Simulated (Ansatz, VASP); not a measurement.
## AgI: VASP beside Ansatz

```xyz
4
Lattice="4.5900 0.0000 0.0000 -2.2950 3.9750 0.0000 0.0000 0.0000 7.5072" Properties=species:S:1:pos:R:3 pbc="T T T"
Ag    0.0000    2.6500    0.0008
Ag    2.2950    1.3250    3.7544
I     0.0000    2.6500    2.8144
I     2.2950    1.3250    6.5680
```

Alike in both runs: task single point; functional PBE; k mesh 6 × 6 × 4; no spin polarisation.

```csv
,VASP,Ansatz
version,VASP 6.6.1,Ansatz 0.2.0
potentials or method,"VASP PAW PBE potentials, release 64 (Ag, I)","plane waves, PAW"
plane-wave cutoff (eV),500,420
occupations,"gaussian, width 0.01 eV",fixed
valence electrons in the cell,36,72
```

```csv
,VASP,Ansatz,Ansatz less VASP
gap on the k mesh at the Fermi level (eV),1.37,1.37,-0.003
pressure (GPa),1.8,1.9,+0.06
```

VASP's potentials hold 36 valence electrons a cell and Ansatz's 72, so a difference there can come from the potentials and not from the codes.

Neither program's run includes spin-orbit coupling.
